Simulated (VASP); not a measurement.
Runs of VASP 6.6.1 on W. The structure is that of space group P6_3/mmc (No. 194), or close to it. The cells are those of the table. This isn't the form of W at room conditions, which is bcc.

```tsv
task	cell	k mesh	cutoff (eV)	gap on the mesh (eV)	pressure (GPa)	relaxed volume (Å³/atom)
relaxation of cell and atoms	relaxed from a = 2.780, b = 2.780, c = 4.948 Å, angles 90.0, 90.0, 120.0°, 2 atoms	18 × 18 × 8	600	none	0.0	(a)
single point	a = 2.780, b = 2.780, c = 4.948 Å, angles 90.0, 90.0, 120.0°, 2 atoms	9 × 9 × 4	520	none	0.4	-
relaxation of cell and atoms	relaxed from a = 2.823, b = 2.823, c = 4.609 Å, angles 90.0, 90.0, 120.0°, 2 atoms	9 × 9 × 4	600	none	-0.1	16.59
single point	a = 2.777, b = 2.777, c = 4.951 Å, angles 90.0, 90.0, 120.0°, 2 atoms	18 × 18 × 8	520	none	0.4	-
```

Alike in all rows: level PBE; potentials or basis VASP PAW PBE potentials, release 64 (W_sv); no spin polarisation; smearing gaussian 0.1 eV.

Task: Fill in the values left out.

Result: (a) 16.56.

Caveats: spin-orbit coupling is left out, which moves the levels of the heavy elements.

A k mesh can miss the band edges, and the runs leave out spin-orbit coupling on W.

A gap of «none» marks levels without a gap at the run's occupations.
